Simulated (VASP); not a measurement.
# SiC (Imm2) in VASP: a series of runs

SiC is run at these levels: PBEsol; tasks: single point.

Everything below comes from runs of VASP 6.6.1. Logs are shortened: lines on timing, memory, paths and dates and some standing lists are left out, and cuts for length are marked.

### Step 1. The cell of the first run

The structure is orthorhombic, space group Imm2 (No. 44). The conventional cell has a = 3.081 Å, b = 3.081 Å, c = 4.357 Å, α = 90.00°, β = 90.00°, γ = 90.00°. Si (site symmetry mm2) has 4 C at 1.88 to 1.90 Å within 2.5 Å. Within 2.5 Å of C (site symmetry mm2) lie 4 Si at 1.88 to 1.90 Å.

### Step 2. Single point, PBEsol (mode 4 frozen in at -0.012 Å and mode 5 at +0.000 Å (largest displacements))

Contents of INCAR:

```
SYSTEM = SiC
ALGO = Normal
EDIFF = 1E-7
ENCUT = 520
GGA = PS
ISIF = 2
ISMEAR = 0
LASPH = .True.
LCHARG = .False.
LREAL = .False.
LWAVE = .False.
NBANDS = 11
NELM = 80
PREC = Accurate
SIGMA = 0.05
```

Contents of KPOINTS:

```
k-points
0
Gamma
  10 10 10
  0 0 0
```

Contents of POSCAR:

```
SiC
1.0
    0.0000000000      2.1783945700      2.1783945700
    2.1783945700      0.0000000000      2.1783945700
    2.1783945700      2.1783945700      0.0000000000
Si C
1 1
Direct
   -0.0011779299      0.0011779299      0.0011779299
    0.7527543220      0.7472456780      0.7472456780
```

Potentials or basis: VASP PAW PBE potentials, release 64 (Si, C).

Started as:

```
$ cat potpaw_PBE.64/Si/POTCAR potpaw_PBE.64/C/POTCAR > POTCAR
$ mpirun -np 1 vasp_std > vasp.out
```

OUTCAR:

```text
SYSTEM = SiC
   EDIFF = 1E-7
   ENCUT = 520
   GGA = PS
   ISIF = 2
   ISMEAR = 0
   LASPH = .True.
   LREAL = .False.
   NELM = 80
   PREC = Accurate

 ion  position               nearest neighbor table
   1  0.999  0.001  0.001-   2 1.88   2 1.88   2 1.90   2 1.90
   2  0.753  0.747  0.747-   1 1.88   1 1.88   1 1.90   1 1.90

  LATTYP: Found a face centered cubic cell.
 ALAT       =     4.3567891400

  Lattice vectors:

 A1 = (   0.0000000000,   2.1783945700,   2.1783945700)
 A2 = (   2.1783945700,   0.0000000000,   2.1783945700)
 A3 = (   2.1783945700,   2.1783945700,   0.0000000000)

Analysis of symmetry for initial positions (statically):
=====================================================================
 Subroutine PRICEL returns:
 Original cell was already a primitive cell.

 Routine SETGRP: Setting up the symmetry group for a
 face centered cubic supercell.

 Subroutine GETGRP returns: Found  4 space group operations
 (whereof  4 operations were pure point group operations)
 out of a pool of 48 trial point group operations.

The static configuration has the point symmetry C_2v.

Analysis of symmetry for dynamics (positions and initial velocities):
=====================================================================
 Subroutine PRICEL returns:
 Original cell was already a primitive cell.

 Routine SETGRP: Setting up the symmetry group for a
 face centered cubic supercell.

 Subroutine GETGRP returns: Found  4 space group operations
 (whereof  4 operations were pure point group operations)
 out of a pool of 48 trial point group operations.

The dynamic configuration has the point symmetry C_2v.

 Subroutine INISYM returns: Found  4 space group operations
 (whereof  4 operations are pure point group operations),
 and found     1 'primitive' translations

----------------------------------------------------------------------------------------

                                     Primitive cell

  volume of cell :      20.6747

  direct lattice vectors                    reciprocal lattice vectors
     0.000000000  2.178394570  2.178394570    -0.229526830  0.229526830  0.229526830
     2.178394570  0.000000000  2.178394570     0.229526830 -0.229526830  0.229526830
     2.178394570  2.178394570  0.000000000     0.229526830  0.229526830 -0.229526830

  length of vectors
     3.080715145  3.080715145  3.080715145     0.397552131  0.397552131  0.397552131

  position of ions in fractional coordinates (direct lattice)
     0.998822070  0.001177930  0.001177930
     0.752754322  0.747245678  0.747245678

  ion indices of the primitive-cell ions
[... 79 lines left out ...]
   IBRION =     -1    ionic relax: 0-MD 1-quasi-New 2-CG
   NFREE  =      0    steps in history (QN), initial steepest desc. (CG)
   ISIF   =      2    stress and relaxation
   ISYM   =      2    0-nonsym 1-usesym 2-fastsym
   POTIM  = 0.5000    time-step for ionic-motion
   TEBEG  =    0.0;   TEEND  =   0.0 temperature during run
   PSTRESS=    0.0 pullay stress
   NELECT =       8.0000    total number of electrons
   NUPDOWN=      -1.0000    fix difference up-down
   EMIN   =  10.00;   EMAX   =-10.00  energy-range for DOS
   EFERMI =   0.00;   METHOD = LEGACY
   ISMEAR =     0;   SIGMA  =   0.05  broadening in eV -4-tet -1-fermi 0-gaus
   EFERMI_NEDOS =   21; number of points for ismear=-14 and -15
   IALGO  =     38    algorithm
   IMIX   =      4    mixing-type and parameters
     AMIX     =   0.40;   BMIX     =  1.00
     AMIX_MAG =   1.60;   BMIX_MAG =  1.00
  volume/ion in A,a.u.               =      10.34        69.76
  Fermi-wavevector in a.u.,A,eV,Ry     =   1.192957  2.254363 19.363097  1.423147
  Thomas-Fermi vector in A             =   2.328983
   LORBIT       =      0    0 simple, 1 ext, 2 COOP (PROOUT), +10 PAW based schemes
   GGA     = PS    functional components
   LHFCALC =     F    Hartree Fock is set to
   AEXX    =    0.0000 exact exchange contribution
   IVDW    =     0    specifies the selected vdW correction
   LEPSILON=     F    determine dielectric tensor
   LRPA    =     F    only Hartree local field effects (RPA)
 non-spin polarized calculation
 Gauss-broadening in eV      SIGMA  =   0.05
  energy-cutoff  :      520.00
  volume of cell :       20.67
 maximum number of plane-waves:       568
   NGX = 11   NGY = 11   NGZ = 11

 number of electron       8.0000001 magnetization

 Free energy of the ion-electron system (eV)
  ---------------------------------------------------
  ext. energy  EPLUGINS =         0.00000000
  ---------------------------------------------------
  free energy    TOTEN  =       -15.91213212 eV

  energy without entropy =      -15.91213212  energy(sigma->0) =      -15.91213212

 E-fermi :   8.4626     XC(G=0): -11.5085

 val. band max:        8.1460286059   @ k =   0.0000   0.0000   0.0000
 cond. band min:       9.2981590345   @ k =   0.5000   0.5000   0.0000
 fundamental gap:      1.1521304286
 Fermi energy:         8.4625952538

 k-point     1 :       0.0000    0.0000    0.0000
  band No.  band energies     occupation
      1      -7.3650      2.00000
      2       7.9840      2.00000
      3       8.0665      2.00000
      4       8.1460      2.00000
      5      14.2615      0.00000
      6      15.2818      0.00000
      7      15.3138      0.00000
      8      15.3485      0.00000
      9      22.5263      0.00000
     10      22.5266      0.00000
     11      24.3401      0.00000
[... 309 lines left out ...]
 k-point    24 :       0.1000    0.0000    0.4000
  band No.  band energies     occupation
      1      -4.7284      2.00000
      2       1.2538      2.00000
      3       6.6147      2.00000
      4       6.6997      2.00000
      5      13.5895      0.00000
      6      15.2146      0.00000
      7      16.3407      0.00000
      8      18.0392      0.00000
      9      21.4057      0.00000
     10      24.4024      0.00000
     11      24.5129      0.00000

 [... further k-points ...]
[... 5 lines left out ...]
  --------------------------------------------------------------------------------------
  -------------------------------------------------------------------------------------
  Total        0.0458555      0.0529977      0.0529977      0.0000000     -0.1475101      0.0000000
  in kB        3.5535518      4.1070315      4.1070315      0.0000000    -11.4312212      0.0000000
  external PRESSURE =       3.9225383 kB  Pullay stress =       0.0000000 kB

 VOLUME and BASIS-vectors are now :
 -----------------------------------------------------------------------------
  energy-cutoff  :      520.00
  volume of cell :       20.67
      direct lattice vectors                 reciprocal lattice vectors
     0.000000000  2.178394570  2.178394570    -0.229526830  0.229526830  0.229526830
     2.178394570  0.000000000  2.178394570     0.229526830 -0.229526830  0.229526830
     2.178394570  2.178394570  0.000000000     0.229526830  0.229526830 -0.229526830

 POSITION                                       TOTAL-FORCE (eV/Angst)
 -----------------------------------------------------------------------------------
      0.00513      2.17839      2.17839        -0.328906      0.000000      0.000000
      3.25559      3.26759      3.26759         0.328906      0.000000      0.000000
 -----------------------------------------------------------------------------------
    total drift:                                0.000055     -0.000000     -0.000000

  FREE ENERGIE OF THE ION-ELECTRON SYSTEM (eV)
  ---------------------------------------------------
  free  energy   TOTEN  =       -15.9121321155 eV

  energy  without entropy=      -15.9121321155  energy(sigma->0) =      -15.91213212
```

Wall time 11 s (1 thread of Intel Xeon 6975P-C (Granite Rapids), shared host); peak memory 0.15 GiB.

What came out:

```yaml
Free_energy: -15.9121 eV
Pressure: 0.4 GPa
Largest_force: 0.329 eV/Å
Band_gap_on_the_k_mesh: 1.15 eV, indirect (least direct gap 4.40 eV)
```

Forces in eV/Å, atoms in the order of the input:
```
Si  -0.329  0.000  0.000
C    0.329  0.000  0.000
```

Stress tensor (GPa, compression positive):
```
 0.36  0.00  0.00
 0.00  0.41 -1.14
 0.00 -1.14  0.41
```

Levels at points of the mesh, in eV from the valence-band top:
```
           k point  band 2  band 3  band 4  band 5  band 6  band 7
(0.00, 0.00, 0.00)   -0.16   -0.08    0.00    6.12    7.14    7.17
(0.50, 0.00, 0.00)   -8.65   -1.21   -1.10    5.30    6.98    7.11
(0.00, 0.50, 0.00)   -8.72   -1.17   -1.07    5.30    7.02    7.14
(0.50, 0.50, 0.00)   -7.92   -3.29   -3.29    1.15    4.12   13.88
(0.00, 0.50, 0.50)   -7.91   -3.33   -3.25    1.15    4.12   13.88
```

Caveat: the cell differs from its parent crystal (mode 4 frozen in at -0.012 Å and mode 5 at +0.000 Å (largest displacements)); the PAW data sets were made with another functional, which shifts forces and pressure a little. A k mesh can miss the band edges.

### Step 3. Single point, PBEsol (mode 4 frozen in at -0.048 Å and mode 5 at +0.000 Å (largest displacements))

Contents of INCAR:

```
SYSTEM = SiC
PREC     = Accurate       ! precision mode
ENCUT    = 520            ! plane-wave cutoff, eV
EDIFF    = 1E-6           ! SCF threshold, eV
ISMEAR   = 0              ! smearing method
SIGMA    = 0.05           ! smearing width, eV
LREAL    = .False.        ! projectors in reciprocal space
LASPH    = .True.         ! aspherical terms in the spheres
NELM     = 80             ! most SCF steps
ALGO     = Normal         ! electronic algorithm
ISIF     = 2              ! what is computed and relaxed
LWAVE    = .False.        ! write WAVECAR
LCHARG   = .False.        ! write CHGCAR
GGA      = PS             ! functional
NBANDS   = 11             ! bands
```

Contents of KPOINTS:

```
regular mesh
0
Gamma
  10 10 10
  0 0 0
```

Contents of POSCAR:

```
SiC
1.0
    0.0000000000      2.1783945700      2.1783945700
    2.1783945700      0.0000000000      2.1783945700
    2.1783945700      2.1783945700      0.0000000000
Si C
1 1
Direct
   -0.0047117196      0.0047117196      0.0047117196
    0.7610172878      0.7389827122      0.7389827122
```

Potentials or basis: VASP PAW PBE potentials, release 64 (Si, C).

Started as:

```
$ cat potpaw_PBE.64/Si/POTCAR potpaw_PBE.64/C/POTCAR > POTCAR
$ mpirun -np 1 vasp_std > vasp.out
```

Wall time 9.6 s (1 thread of Intel Xeon 6975P-C (Granite Rapids), shared host); peak memory 0.15 GiB.

It converged, with:

```
Free energy            : -15.8700 eV
Pressure               : 0.9 GPa
Largest force          : 1.308 eV/Å
Band gap on the k mesh : 0.91 eV, indirect (least direct gap 4.28 eV)
```

Forces on the atoms (eV/Å):
```
Si  -1.308  0.000  0.000
C    1.308  0.000  0.000
```

Stress tensor (GPa, compression positive):
```
 0.33  0.00  0.00
 0.00  1.21 -4.59
 0.00 -4.59  1.21
```

Levels at points of the mesh, in eV from the valence-band top:
| k point | band 2 | band 3 | band 4 | band 5 | band 6 | band 7 |
| --- | --- | --- | --- | --- | --- | --- |
| (0.00, 0.00, 0.00) | -0.65 | -0.30 | 0.00 | 5.87 | 6.82 | 6.94 |
| (0.50, 0.00, 0.00) | -8.78 | -1.65 | -1.21 | 5.06 | 6.53 | 7.02 |
| (0.00, 0.50, 0.00) | -9.05 | -1.50 | -1.10 | 5.05 | 6.64 | 7.16 |
| (0.50, 0.50, 0.00) | -8.16 | -3.51 | -3.50 | 0.91 | 3.87 | 13.65 |
| (0.00, 0.50, 0.50) | -8.13 | -3.70 | -3.36 | 0.92 | 3.90 | 13.64 |

Caveat: the cell differs from its parent crystal (mode 4 frozen in at -0.048 Å and mode 5 at +0.000 Å (largest displacements)); the PAW data sets were made with another functional, which shifts forces and pressure a little. A k mesh can miss the band edges.

### Step 4. Single point, PBEsol (mode 4 frozen in at -0.024 Å and mode 5 at +0.000 Å (largest displacements))

Contents of INCAR:

```
SYSTEM = SiC
PREC = Accurate
ENCUT = 520
EDIFF = 1E-7
ISMEAR = 0
SIGMA = 0.05
LREAL = .FALSE.
LASPH = .TRUE.
NELM = 100
ALGO = Normal
ISIF = 2
LWAVE = .FALSE.
LCHARG = .TRUE.
GGA = PS
LELF = .TRUE.
LVHAR = .TRUE.
NBANDS = 11
```

Contents of KPOINTS:

```
Automatic mesh
0
G
  10 10 10
  0 0 0
```

Contents of POSCAR:

```
SiC
1.0
    0.0000000000      2.1783945700      2.1783945700
    2.1783945700      0.0000000000      2.1783945700
    2.1783945700      2.1783945700      0.0000000000
Si C
1 1
Direct
   -0.0023558598      0.0023558598      0.0023558598
    0.7555086439      0.7444913561      0.7444913561
```

Potentials or basis: VASP PAW PBE potentials, release 64 (Si, C).

Started as:

```
$ cat potpaw_PBE.64/Si/POTCAR potpaw_PBE.64/C/POTCAR > POTCAR
$ mpirun -np 1 vasp_std > vasp.out
```

OUTCAR:

```text
SYSTEM = SiC
   PREC = Accurate
   ENCUT = 520
   EDIFF = 1E-7
   ISMEAR = 0
   LREAL = .FALSE.
   LASPH = .TRUE.
   NELM = 100
   ISIF = 2
   GGA = PS

 ion  position               nearest neighbor table
   1  0.998  0.002  0.002-   2 1.87   2 1.87   2 1.91   2 1.91
   2  0.756  0.744  0.744-   1 1.87   1 1.87   1 1.91   1 1.91

  LATTYP: Found a face centered cubic cell.
 ALAT       =     4.3567891400

  Lattice vectors:

 A1 = (   0.0000000000,   2.1783945700,   2.1783945700)
[... 521 lines left out ...]

------------------------ aborting loop because EDIFF is reached ----------------------------------------

  FORCE on cell =-STRESS in cart. coord.  units (eV):
  Direction    XX          YY          ZZ          XY          YZ          ZX
  --------------------------------------------------------------------------------------
  -------------------------------------------------------------------------------------
  Total        0.0450389      0.0735373      0.0735373      0.0000000     -0.2952771      0.0000000
  in kB        3.4902650      5.6987395      5.6987395      0.0000000    -22.8823549      0.0000000
  external PRESSURE =       4.9625814 kB  Pullay stress =       0.0000000 kB

 VOLUME and BASIS-vectors are now :
 -----------------------------------------------------------------------------
  energy-cutoff  :      520.00
  volume of cell :       20.67
      direct lattice vectors                 reciprocal lattice vectors
     0.000000000  2.178394570  2.178394570    -0.229526830  0.229526830  0.229526830
     2.178394570  0.000000000  2.178394570     0.229526830 -0.229526830  0.229526830
     2.178394570  2.178394570  0.000000000     0.229526830  0.229526830 -0.229526830

 POSITION                                       TOTAL-FORCE (eV/Angst)
 -----------------------------------------------------------------------------------
      0.01026      2.17839      2.17839        -0.657066      0.000000      0.000000
      3.24359      3.26759      3.26759         0.657066     -0.000000     -0.000000
 -----------------------------------------------------------------------------------
    total drift:                                0.000093     -0.000000     -0.000000

  FREE ENERGIE OF THE ION-ELECTRON SYSTEM (eV)
  ---------------------------------------------------
  free  energy   TOTEN  =       -15.9036852212 eV

  energy  without entropy=      -15.9036852212  energy(sigma->0) =      -15.90368522
```

OSZICAR:

```text
N       E                     dE             d eps       ncg     rms          rms(c)
DAV:   1     0.242440971146E+01    0.24244E+01   -0.39566E+03  3922   0.613E+02
DAV:   2    -0.171064239605E+02   -0.19531E+02   -0.18546E+02  4781   0.110E+02
DAV:   3    -0.177049713050E+02   -0.59855E+00   -0.59735E+00  4607   0.158E+01
DAV:   4    -0.177072103687E+02   -0.22391E-02   -0.22389E-02  4297   0.124E+00
DAV:   5    -0.177072202848E+02   -0.99161E-05   -0.99160E-05  4661   0.766E-02    0.876E+00
DAV:   6    -0.159834522899E+02    0.17238E+01   -0.60573E+00  4218   0.109E+01    0.394E+00
DAV:   7    -0.159183356954E+02    0.65117E-01   -0.37539E-01  4484   0.345E+00    0.177E+00
DAV:   8    -0.159038677358E+02    0.14468E-01   -0.21144E-02  4326   0.924E-01    0.164E-01
DAV:   9    -0.159036396221E+02    0.22811E-03   -0.17505E-03  4620   0.221E-01    0.110E-01
DAV:  10    -0.159036847232E+02   -0.45101E-04   -0.12541E-04  4269   0.707E-02    0.256E-02
DAV:  11    -0.159036849524E+02   -0.22917E-06   -0.12057E-05  4518   0.192E-02    0.576E-03
DAV:  12    -0.159036851970E+02   -0.24464E-06   -0.69094E-07  4362   0.507E-03    0.781E-04
DAV:  13    -0.159036852212E+02   -0.24153E-07   -0.23464E-08  2598   0.102E-03
   1 F= -.15903685E+02 E0= -.15903685E+02  d E =-.378510E-11
```

stdout:

```text
POSCAR found type information on POSCAR SiC
 POSCAR found :  2 types and       2 ions
 scaLAPACK will be used
 -----------------------------------------------------------------------------
|                                                                             |
|                                                                             |
|     You enforced a specific xc type in the INCAR file but a different       |
|     I HOPE YOU KNOW WHAT YOU ARE DOING!                                     |
|                                                                             |
 -----------------------------------------------------------------------------

 LDA part: xc-table for (Slater+PW92), standard interpolation
 POSCAR, INCAR and KPOINTS ok, starting setup
 FFT: planning ... GRIDC
 FFT: planning ... GRID_SOFT
 FFT: planning ... GRID
 WAVECAR not read
 entering main loop
```

Wall time 11 s (1 thread of Intel Xeon 6975P-C (Granite Rapids), shared host); peak memory 0.16 GiB.

Results:

```yaml
Free_energy: -15.9037 eV
Pressure: 0.5 GPa
Largest_force: 0.657 eV/Å
Band_gap_on_the_k_mesh: 1.07 eV, indirect (least direct gap 4.36 eV)
```

Forces on the atoms (eV/Å):
```
Si  -0.657  0.000  0.000
C    0.657  0.000  0.000
```

Stress tensor (GPa, compression positive):
```
 0.35  0.00  0.00
 0.00  0.57 -2.29
 0.00 -2.29  0.57
```

Levels at points of the mesh, in eV from the valence-band top:
```
           k point  band 1  band 2  band 3  band 4  band 5  band 6  band 7  band 8
(0.00, 0.00, 0.00)  -15.59   -0.32   -0.16    0.00    6.03    7.03    7.09    7.16
(0.50, 0.00, 0.00)  -12.01   -8.69   -1.36   -1.14    5.22    6.83    7.08    9.76
(0.00, 0.50, 0.00)  -11.95   -8.83   -1.28   -1.08    5.21    6.89    7.15    9.76
(0.50, 0.50, 0.00)  -10.52   -8.00   -3.37   -3.37    1.07    4.04   13.80   13.81
(0.00, 0.50, 0.50)  -10.52   -7.99   -3.46   -3.29    1.07    4.05   13.80   13.81
```

Caveat: the cell differs from its parent crystal (mode 4 frozen in at -0.024 Å and mode 5 at +0.000 Å (largest displacements)); the PAW data sets were made with another functional, which shifts forces and pressure a little.
